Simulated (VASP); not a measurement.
# WC4 in VASP: notebook, part 2 of 2

VASP 6.6.1.

### Step 4. Relaxation of cell and atoms, PBE

Input file INCAR:

```
PREC = Accurate ; ENCUT = 600
EDIFF = 1E-7 ; ISMEAR = 0
SIGMA = 0.1 ; LREAL = F
LASPH = T ; NELM = 60
ALGO = Normal ; ISIF = 3
LWAVE = F ; LCHARG = F
GGA = PE ; IBRION = 2
NSW = 90 ; EDIFFG = -0.04
```

Input file KPOINTS:

```
Automatic mesh
0
Gamma
  6 6 4
```

Input file POSCAR:

```
WC4
1.0
    2.9914243665      0.0000000000      0.0000000000
   -1.4957121833      2.5906494949      0.0000000000
    0.0000000000      0.0000000000      6.6143889310
W C
1 4
Direct
    0.3333333333      0.6666666667      0.5000000000
    0.0000000000      0.0000000000      0.0965989311
    0.0000000000      0.0000000000      0.9034010689
    0.0000000000      0.0000000000      0.2956388115
    0.0000000000      0.0000000000      0.7043611885
```

The run is started by

```sh
> cat potpaw_PBE.64/W_sv/POTCAR potpaw_PBE.64/C/POTCAR > POTCAR
> mpirun -np 1 vasp_std > vasp.out
```

It took 92 s on 1 thread of AMD EPYC 9R45 (Zen 5), shared host; peak memory 0.17 GiB.

The run converged. Its results:

* Free energy: -46.0194 eV
* Relaxed volume: 10.23 Å³/atom
* Relaxed cell: a = 2.979 Å, b = 2.979 Å, c = 6.657 Å, α = 90.00°, β = 90.00°, γ = 120.00°
* Space group after relaxing (to 0.05 Å): P-6m2 (No. 187)
* Energy gained by relaxing: 1.0 meV/atom
* Ionic steps: 11
* Pressure after relaxing: -0.1 GPa
* Largest force after relaxing: 0.019 eV/Å
* Band gap on the k mesh: zero (band 15 reaches 6.89 eV, above the bottom of band 16 at 5.38 eV)

Forces on the atoms (eV/Å):
```
W    0.000  0.000  0.000
C    0.000  0.000  0.007
C    0.000  0.000 -0.007
C    0.000  0.000 -0.019
C    0.000  0.000  0.019
```

Stress tensor (GPa, compression positive):
```
-0.07  0.00  0.00
 0.00 -0.07  0.00
 0.00  0.00 -0.29
```

The path:
```csv
step,energy change (eV),largest force (eV/Å),pressure (GPa),volume (Å³)
1,0.0000,0.4398,0.95,51.26
2,0.0640,2.9315,-2.65,51.71
3,-0.0023,0.1585,0.30,51.33
4,-0.0021,0.2358,-2.01,51.54
5,-0.0035,0.1555,-0.81,51.43
6,-0.0044,0.1815,-0.07,51.27
7,-0.0046,0.0740,-0.31,51.32
8,-0.0043,0.3647,0.04,51.16
9,-0.0049,0.1059,-0.17,51.25
10,-0.0050,0.0783,-0.12,51.10
11,-0.0051,0.0190,-0.14,51.17
```

Final structure:
```
CELL_PARAMETERS angstrom
2.97922 0.00000 0.00000
-1.48961 2.58008 0.00000
0.00000 0.00000 6.65695
ATOMIC_POSITIONS crystal
W 0.33333 0.66667 0.50000
C 0.00000 0.00000 0.09578
C 0.00000 0.00000 0.90422
C 0.00000 0.00000 0.29436
C 0.00000 0.00000 0.70564
```

Levels at points of the mesh, in eV from the Fermi level:
```csv
k point,band 13,band 14,band 15,band 16,band 17,band 18
"(0.00, 0.00, 0.00)",-1.17,-0.77,-0.77,-0.68,3.27,3.27
"(0.50, 0.00, 0.00)",-2.95,-2.61,-0.64,2.01,3.84,3.93
"(0.00, 0.00, 0.50)",-2.60,-0.89,0.83,0.83,2.46,2.46
"(0.50, 0.00, 0.50)",-1.29,-1.04,-0.59,-0.42,3.07,3.97
```

Caveat: the k points lie up to 0.41 Å⁻¹ apart in the final cell; spin-orbit coupling is left out, which moves the levels of the heavy elements.

### Step 5. Single point, PBE

This run uses another cell than the first one, of 10.21 Å³/atom, 0.995 times its volume.

Input file INCAR:

```
SYSTEM = WC4
PREC     = Accurate       ! precision mode
ENCUT    = 520            ! plane-wave cutoff, eV
EDIFF    = 1E-6           ! SCF threshold, eV
ISMEAR   = 0              ! smearing method
SIGMA    = 0.1            ! smearing width, eV
LREAL    = .FALSE.        ! projectors in reciprocal space
LASPH    = .TRUE.         ! aspherical terms in the spheres
NELM     = 60             ! most SCF steps
ALGO     = Normal         ! electronic algorithm
ISIF     = 2              ! what is computed and relaxed
LWAVE    = .FALSE.        ! write WAVECAR
LCHARG   = .TRUE.         ! write CHGCAR
GGA      = PE             ! functional
LELF     = .TRUE.         ! ELF
LVHAR    = .TRUE.       
NBANDS   = 23             ! bands
```

Input file KPOINTS:

```
regular mesh
0
G
  12 12 6
  0 0 0
```

Input file POSCAR:

```
WC4
1.0
    2.9764967529      0.0000000000      0.0000000000
   -1.4882483764      2.5777218023      0.0000000000
    0.0000000000      0.0000000000      6.6537170403
W C
1 4
Direct
    0.3333333333      0.6666666667      0.5000000000
    0.0000000000      0.0000000000      0.0961011198
    0.0000000000      0.0000000000      0.9038988802
    0.0000000000      0.0000000000      0.2941780624
    0.0000000000      0.0000000000      0.7058219376
```

The run is started by

```sh
> cat potpaw_PBE.64/W_sv/POTCAR potpaw_PBE.64/C/POTCAR > POTCAR
> mpirun -np 1 vasp_std > vasp.out
```

Wall time 46 s (1 thread of AMD EPYC 9R45 (Zen 5), shared host); peak memory 0.2 GiB.

It converged, with:

```yaml
Free_energy: -46.0409 eV
Pressure: 0.3 GPa
Largest_force: 0.019 eV/Å
Band_gap_on_the_k_mesh: zero (band 15 reaches 6.93 eV, above the bottom of band 16 at 5.40 eV)
```

Forces on the atoms (eV/Å):
```
W    0.000  0.000  0.000
C    0.000  0.000 -0.019
C    0.000  0.000  0.019
C    0.000  0.000 -0.018
C    0.000  0.000  0.018
```

Stress tensor (GPa, compression positive):
```
0.30 0.00 0.00
0.00 0.30 0.00
0.00 0.00 0.42
```

Levels at points of the mesh, in eV from the Fermi level:
```
           k point  band 13  band 14  band 15  band 16  band 17  band 18
(0.00, 0.00, 0.00)    -1.19    -0.78    -0.78    -0.70     3.25     3.25
(0.50, 0.00, 0.00)    -2.97    -2.61    -0.66     2.02     3.81     3.91
(0.00, 0.00, 0.50)    -2.63    -0.91     0.83     0.83     2.42     2.42
(0.50, 0.00, 0.50)    -1.30    -1.08    -0.60    -0.42     3.04     3.99
```

Caveat: spin-orbit coupling is left out, which moves the levels of the heavy elements.

### Step 6. Single point, PBE

This run uses another cell than the first one, of 11.57 Å³/atom, 1.127 times its volume.

Input file INCAR:

```
PREC = Accurate
ENCUT = 600
EDIFF = 1E-6
ISMEAR = 0
SIGMA = 0.2
LREAL = F
LASPH = T
NELM = 120
ALGO = Normal
ISIF = 2
LWAVE = F
LCHARG = F
GGA = PE
NBANDS = 23
GGA_COMPAT = F
```

Input file KPOINTS:

```
Automatic mesh
0
Gamma
  5 5 3
```

Input file POSCAR:

```
WC4
1.0
    3.4621124808     -0.0000000029      0.0000000000
   -1.7310562379      2.9982773606      0.0000000000
    0.0000000000      0.0000000000      5.5706745686
W C
1 4
Direct
    0.0000000000      0.0000000000      0.0000000000
    0.3333333333      0.6666666667      0.0000000000
    0.0000000000      0.0000000000      0.6206179969
    0.0000000000      0.0000000000      0.3793820031
    0.6666666667      0.3333333333      0.5000000000
```

Potentials or basis: VASP PAW PBE potentials, release 64 (W_sv, C).

The run is started by

```sh
> cat potpaw_PBE.64/W_sv/POTCAR potpaw_PBE.64/C/POTCAR > POTCAR
> mpirun -np 1 vasp_std > vasp.out
```

Wall time 14 s (1 thread of Intel Xeon Platinum 8559C (Emerald Rapids), shared host); peak memory 0.19 GiB.

Results (log left out):

```yaml
Free_energy: -39.8336 eV
Pressure: 0.4 GPa
Largest_force: 0.139 eV/Å
Band_gap_on_the_k_mesh: zero (band 15 reaches 5.88 eV, above the bottom of band 16 at 5.18 eV)
```

Forces in eV/Å, atoms in the order of the input:
```
W    0.000  0.000  0.000
C    0.000  0.000  0.000
C    0.000  0.000  0.139
C    0.000  0.000 -0.139
C    0.000  0.000  0.000
```

Stress tensor (GPa, compression positive):
```
0.41 0.00 0.00
0.00 0.41 0.00
0.00 0.00 0.31
```

Levels at points of the mesh, in eV from the Fermi level:
```tsv
k point	band 11	band 12	band 13	band 14	band 15	band 16	band 17	band 18	band 19	band 20
(0.00, 0.00, 0.00)	-4.74	-4.16	-4.16	-0.14	-0.14	0.19	1.88	2.03	2.03	5.36
```

Caveat: the k points lie up to 0.42 Å⁻¹ apart; spin-orbit coupling is left out, which moves the levels of the heavy elements.

### Step 7. Single point, PBE

This run uses another cell than the first one, of 12.99 Å³/atom, 1.266 times its volume.

Input file INCAR:

```
SYSTEM = WC4
ALGO = Normal
EDIFF = 1E-6
ENCUT = 600
GGA = PE
GGA_COMPAT = .False.
ISIF = 2
ISMEAR = 0
LASPH = .True.
LCHARG = .False.
LREAL = .False.
LWAVE = .False.
NBANDS = 23
NELM = 120
PREC = Accurate
SIGMA = 0.2
```

Input file KPOINTS:

```
k-points
0
Gamma
  4 4 4
  0 0 0
```

Input file POSCAR:

```
WC4
1.0
    4.3047515909     -0.0000000026      0.0000000000
   -2.1523757932      3.7280242361      0.0000000000
    0.0000000000      0.0000000000      4.0482968737
W C
1 4
Direct
    0.3333333300      0.6666666700      0.5000000000
    0.7773598334      0.2226401666      0.5000000000
    0.7773598334      0.5547196768      0.5000000000
    0.4452803232      0.2226401666      0.5000000000
    0.3333333300      0.6666666700      0.0000000000
```

The run is started by

```sh
> cat potpaw_PBE.64/W_sv/POTCAR potpaw_PBE.64/C/POTCAR > POTCAR
> mpirun -np 1 vasp_std > vasp.out
```

Wall time 12 s (1 thread of Intel Xeon Platinum 8559C (Emerald Rapids), shared host); peak memory 0.2 GiB.

Results (log left out):

* Free energy: -41.7876 eV
* Pressure: 0.5 GPa
* Largest force: 0.146 eV/Å
* Band gap on the k mesh: zero (band 15 reaches 4.60 eV, above the bottom of band 16 at 4.17 eV)

Forces in eV/Å, atoms in the order of the input:
```
W    0.000  0.000  0.000
C    0.126 -0.073  0.000
C    0.000  0.146  0.000
C   -0.126 -0.073  0.000
C    0.000  0.000  0.000
```

Stress tensor (GPa, compression positive):
```
0.33 0.00 0.00
0.00 0.33 0.00
0.00 0.00 0.71
```

Levels at points of the mesh, in eV from the Fermi level:
```
           k point  band 13  band 14  band 15  band 16  band 17  band 18
(0.00, 0.00, 0.00)    -0.38    -0.38     0.42     0.42     0.45     2.56
(0.50, 0.00, 0.00)    -1.15    -0.92    -0.08     0.02     0.66     1.64
(0.00, 0.00, 0.50)    -3.29    -2.89    -2.89     1.85     1.85     4.24
(0.50, 0.00, 0.50)    -3.43    -3.42    -2.08     1.45     2.04     3.05
```

Caveat: the k points lie up to 0.42 Å⁻¹ apart; spin-orbit coupling is left out, which moves the levels of the heavy elements.

### Step 8. Overview

```csv
task,cell,k mesh,cutoff (eV),smearing,gap on the mesh (eV),pressure (GPa),largest force (eV/Å)
single point,"a = 6.614, b = 2.991, c = 2.991 Å, angles 60.1, 90.0, 90.0°, 5 atoms",2 × 5 × 5,520,gaussian 0.2 eV,none,0.3,0.03
single point,"a = 2.978, b = 2.978, c = 6.656 Å, angles 90.0, 90.0, 120.0°, 5 atoms",6 × 6 × 4,520,gaussian 0.1 eV,none,0.3,0.05
relaxation of cell and atoms,"relaxed from a = 2.991, b = 2.991, c = 6.614 Å, angles 90.0, 90.0, 120.0°, 5 atoms",6 × 6 × 4,600,gaussian 0.1 eV,none,-0.1,0.02
single point,"a = 2.976, b = 2.976, c = 6.654 Å, angles 90.0, 90.0, 120.0°, 5 atoms",12 × 12 × 6,520,gaussian 0.1 eV,none,0.3,0.02
single point,"a = 3.462, b = 3.462, c = 5.571 Å, angles 90.0, 90.0, 120.0°, 5 atoms",5 × 5 × 3,600,gaussian 0.2 eV,none,0.4,0.14
single point,"a = 4.305, b = 4.305, c = 4.048 Å, angles 90.0, 90.0, 120.0°, 5 atoms",4 × 4 × 4,600,gaussian 0.2 eV,none,0.5,0.15
```

Alike in all rows: level PBE; potentials or basis VASP PAW PBE potentials, release 64 (W_sv, C); no spin polarisation.

Caveats: some runs use coarse meshes; spin-orbit coupling is left out, which moves the levels of the heavy elements.

Absolute energies hang on the potentials; compare differences alone.
